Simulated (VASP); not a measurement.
**Sn: single point with BLYP+D4**

Sn:

```xyz
1
Lattice="-2.0412 2.0412 1.6802 2.0412 -2.0412 1.6802 2.0412 2.0412 -1.6802" Properties=species:S:1:pos:R:3 pbc="T T T"
Sn    0.0000    0.0000    0.0000
```

```json
{"Program": "VASP 6.6.1", "Task": "single point", "Functional": "BLYP", "Dispersion": "D4", "Potentials or basis": "VASP PAW PBE potentials, release 64 (Sn_d)", "Cutoff": "520 eV", "k mesh": "10 × 10 × 10", "Occupations": "fermi-dirac, width 0.05 eV", "Spin": "no spin polarisation", "Dipole correction": "no", "Further INCAR settings": "ALGO = Normal; EDIFF = 1e-06; NBANDS = 13"}
```

The pressure is -0.1 GPa. The band gap on the k mesh is zero (band 7 reaches 14.66 eV, above the bottom of band 8 at 6.32 eV) and the dispersion energy per atom is -0.766 eV.

Levels at points of the mesh, in eV from the Fermi level:
```tsv
k point	band 3	band 4	band 5	band 6	band 7	band 8	band 9	band 10	band 11	band 12
(0.00, 0.00, 0.00)	-21.45	-21.44	-21.33	-10.86	6.50	6.50	8.74	10.32	11.65	12.66
(0.50, 0.00, 0.00)	-21.37	-21.31	-21.29	-5.90	-3.94	2.90	4.27	7.38	7.57	13.82
(0.50, 0.50, 0.00)	-21.41	-21.37	-21.30	-7.29	-4.40	5.41	7.39	10.31	10.94	11.98
(0.50, 0.50, 0.50)	-21.31	-21.31	-21.28	-3.65	-1.48	-1.48	2.33	3.53	6.24	18.72
```

Wall time 32 s on 1 thread of Intel(R) Xeon(R) Platinum 8488C (Sapphire Rapids) (shared host), peak memory 0.17 GiB.

Caveat: the PAW data sets were made with another functional, which shifts forces and pressure a little; spin-orbit coupling is left out, which moves the levels of the heavy elements; pairwise dispersion overbinds metals, which lowers pressure and volume.
